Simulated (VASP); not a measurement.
Crystal: Cd3Ir.

```
CELL_PARAMETERS angstrom
4.21670 0.00000 0.00000
0.00000 4.21670 0.00000
0.00000 0.00000 4.21670
ATOMIC_POSITIONS crystal
Cd 0.00000 0.50000 0.50000
Cd 0.50000 0.00000 0.50000
Cd 0.50000 0.50000 0.00000
Ir 0.00000 0.00000 0.00000
```

- Program: VASP 6.6.1
- Task: relaxation of volume and atoms at fixed shape
- Functional: PBEsol
- Potentials or basis: VASP PAW PBE potentials, release 64 (Cd, Ir)
- Cutoff: 600 eV
- k mesh: 5 × 5 × 5
- Occupations: fermi-dirac, width 0.1 eV
- Spin: no spin polarisation

At the start: pressure -6.5 GPa; volume 18.74 Å³/atom.

How do energy, volume and symmetry change on relaxing?

Over 3 steps the energy falls by 23.2 meV/atom and the volume is 17.68 Å³/atom (-5.7 %); space group Pm-3m (No. 221, to 0.05 Å).

The path:
```tsv
step	energy change (eV)	largest force (eV/Å)	pressure (GPa)	volume (Å³)
1	0.0000	0.0000	-6.54	74.98
2	-0.0033	0.0000	8.17	66.98
3	-0.0930	0.0000	-0.06	70.74
```

Final structure:
```
Cd Ir
1.0
     4.13572    0.00000    0.00000
     0.00000    4.13572    0.00000
     0.00000    0.00000    4.13572
Cd Ir
3 1
Direct
  0.00000 0.50000 0.50000
  0.50000 0.00000 0.50000
  0.50000 0.50000 0.00000
  0.00000 0.00000 0.00000
```

Caveat: the PAW data sets were made with another functional, which shifts forces and pressure a little.
